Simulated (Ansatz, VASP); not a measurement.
## As in VASP and in Ansatz

File INCAR:

```
PREC = Accurate
ENCUT = 520
EDIFF = 1E-6
ISMEAR = 0
SIGMA = 0.02
LREAL = F
LASPH = T
NELM = 100
ALGO = Normal
ISIF = 2
LWAVE = F
LCHARG = F
LDIPOL = T
IDIPOL = 3
DIPOL = 0.5 0.5 0.500
GGA = PE
IVDW = 12
NBANDS = 12
```

The input KPOINTS:

```
regular mesh
0
Gamma
  9 9 1
```

The input POSCAR:

```
As
1.0
    3.6350000000      0.0000000000      0.0000000000
   -1.8175000000      3.1480023428      0.0000000000
    0.0000000000      0.0000000000     28.5742413766
As
2
Direct
    0.3333333333      0.6666666667      0.4685555956
    0.6666666667      0.3333333333      0.5314444044
```

Input for Ansatz:

```yaml
crystal:
  lattice:
    - [3.635, 0.0, 0.0]
    - [-1.8175, 3.1480023428, 0.0]
    - [0.0, 0.0, 28.5742413766]
  atoms:
    - { symbol: As, position: [0.3333333333, 0.6666666667, 0.4685555956] }
    - { symbol: As, position: [0.6666666667, 0.3333333333, 0.5314444044] }
  periodic: [true, true, false]
basis:
  ecutwfc: 420
kpoints:
  mp_grid: { grid: [9, 9, 1] }
hamiltonian:
  xc: pbe
  dispersion: d3bj
scf:
  occupations: { method: gaussian, width: 0.02 }
output:
  forces: true
  stress: true
  eigenvalues: true
```

Alike in both runs: task single point; functional PBE; dispersion D3(BJ); k mesh 9 × 9 × 1; occupations gaussian, width 0.02 eV; no spin polarisation.

|  | VASP | Ansatz |
| --- | --- | --- |
| version | VASP 6.6.1 | Ansatz 0.2.0 |
| potentials or method | VASP PAW PBE potentials, release 64 (As), cutoff 520 eV | scalar-relativistic, plane waves, PAW |
| valence electrons in the cell | 10 | 30 |

|  | VASP | Ansatz | Ansatz less VASP |
| --- | --- | --- | --- |
| gap on the k mesh at the Fermi level (eV) | none | none | - |
| rms of the force components (eV/Å) | 2.004 | 2.011 | +0.0072 |

Atom by atom the forces differ by 0.007 eV/Å (rms over components). A gap of «none» marks a metal or a gap that the smearing closes. VASP's potentials hold 10 valence electrons a cell and Ansatz's 30, so a difference there can come from the potentials and not from the codes.
